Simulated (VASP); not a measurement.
Co:

```
CELL_PARAMETERS angstrom
2.43717 0.00000 0.00000
-1.21859 2.11065 0.00000
0.00000 0.00000 7.97892
ATOMIC_POSITIONS crystal
Co 0.66667 0.33333 0.75000
Co 0.00000 0.00000 0.50000
Co 0.33333 0.66667 0.25000
Co 0.00000 0.00000 0.00000
```

Base run:

- Program: VASP 6.6.1
- Functional: b88 exchange, pbe correlation
- Potentials or basis: VASP PAW PBE potentials, release 64 (Co)
- Cutoff: 600 eV
- k mesh: 12 × 12 × 4
- Occupations: fermi-dirac, width 0.05 eV
- Spin: collinear spin, ferromagnetic start
- Starting moments: [2.0, 2.0, 2.0, 2.0] μB

Its results: pressure 12.8 GPa; net moment 6.32 μB per cell; site moments Co +1.60, +1.57 (each value once) μB.

The run is repeated on the same cell with these changes: functional from b88 exchange, pbe correlation to SVWN5; cutoff from 600 eV to 520 eV; further incar settings from ALGO = Normal; EDIFF = 1e-06; NBANDS = 30 to ALGO = Normal; EDIFF = 1e-07; NBANDS = 30. What comes out?

Pressure -8.7 GPa; net moment 5.71 μB per cell; site moments Co +1.43, +1.42 (each value once) μB.

Caveats: the PAW data sets were made with another functional, which shifts forces and pressure a little; the cell stands under pressure (at least some runs); the cell stands under tension (at least some runs).
